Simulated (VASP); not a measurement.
A run of VASP 6.6.1:

INCAR

```
PREC = Accurate
ENCUT = 520
EDIFF = 1E-6
ISMEAR = 0
SIGMA = 0.1
LREAL = F
LASPH = T
NELM = 60
ALGO = Normal
ISIF = 2
LWAVE = F
LCHARG = T
GGA = PE
LELF = T
LVHAR = T
NBANDS = 39
```

Contents of KPOINTS:

```
Automatic mesh
0
Gamma
  3 3 4
```

POSCAR

```
Sn3Te2O
1.0
    6.7403571100      0.0000000000      0.0000000000
   -3.3701785600      5.8373204900      0.0000000000
    0.0000000000      0.0000000000      3.8822860300
Sn Te O
3 2 1
Direct
    0.5000000000      0.0000000000      0.5000000000
    0.5000000000      0.5000000000      0.5000000000
    0.0000000000      0.5000000000      0.5000000000
    0.3333333300      0.6666666700      0.0000000000
    0.6666666700      0.3333333300      0.0000000000
    0.0000000000      0.0000000000      0.0000000000
```

Potentials or basis: VASP PAW PBE potentials, release 64 (Sn_d, Te, O).

Command:

```console
$ cat potpaw_PBE.64/Sn_d/POTCAR potpaw_PBE.64/Te/POTCAR potpaw_PBE.64/O/POTCAR > POTCAR
$ mpirun -np 1 vasp_std > vasp.out
```

Hardware: 1 thread of AMD EPYC 7R43 64-Core Processor (Zen 3) (shared host).

Q: Estimate the wall time of this run.

A: Run time: 75 s on 1 thread of AMD EPYC 7R43 64-Core Processor (Zen 3), with other jobs on the host, peak memory 0.23 GiB. Counts: scf iterations 18, k points 9.
